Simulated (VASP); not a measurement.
Set up this calculation in VASP 6.6.1, as the native input.

```
Task                   : electric field gradients
Functional             : PBE
Potentials or basis    : VASP PAW PBE potentials, release 64 (W_sv, C)
Cutoff                 : 520 eV
k mesh                 : 13 × 13 × 12
Occupations            : fermi-dirac, width 0.05 eV
Spin                   : no spin polarisation
Dipole correction      : no
Further INCAR settings : ALGO = Normal; EDIFF = 1e-08; NBANDS = 16
```

The structure of WC lies in POSCAR:

```
WC
1.0
    2.8613006652      0.0000000000      0.0000000000
   -1.4306503326      2.4779590640      0.0000000000
    0.0000000000      0.0000000000      2.7907655833
W C
1 1
Direct
    0.0000000000      0.0000000000      0.0000000000
    0.6666666667      0.3333333333      0.5000000000
```

This cell differs from its parent crystal: volume scaled by 0.96.

One way to write it, as run:

INCAR

```
PREC = Accurate
ENCUT = 520
EDIFF = 1E-8
ISMEAR = -1
SIGMA = 0.05
LREAL = F
LASPH = T
NELM = 60
ALGO = Normal
ISIF = 2
LWAVE = F
LCHARG = F
GGA = PE
LEFG = T
NBANDS = 16
```

KPOINTS

```
Automatic mesh
0
Gamma
  13 13 12
```

Potentials or basis: VASP PAW PBE potentials, release 64 (W_sv, C).

The run is started by

```sh
$ cat potpaw_PBE.64/W_sv/POTCAR potpaw_PBE.64/C/POTCAR > POTCAR
$ mpirun -np 1 vasp_std > vasp.out
```

Results of the run:

```yaml
Pressure: 28.5 GPa
Band_gap_on_the_k_mesh: zero (band 9 reaches 12.48 eV, above the bottom of band 10 at 11.13 eV)
```

Caveat: without QUAD_EFG the Cq values of the log hold for a quadrupole moment of 1 mb, not for the nuclei; spin-orbit coupling is left out, which moves the levels of the heavy elements.

Wall time 70 s on 1 thread of AMD EPYC 7R43 64-Core Processor (Zen 3), on a shared host, peak memory 0.14 GiB.
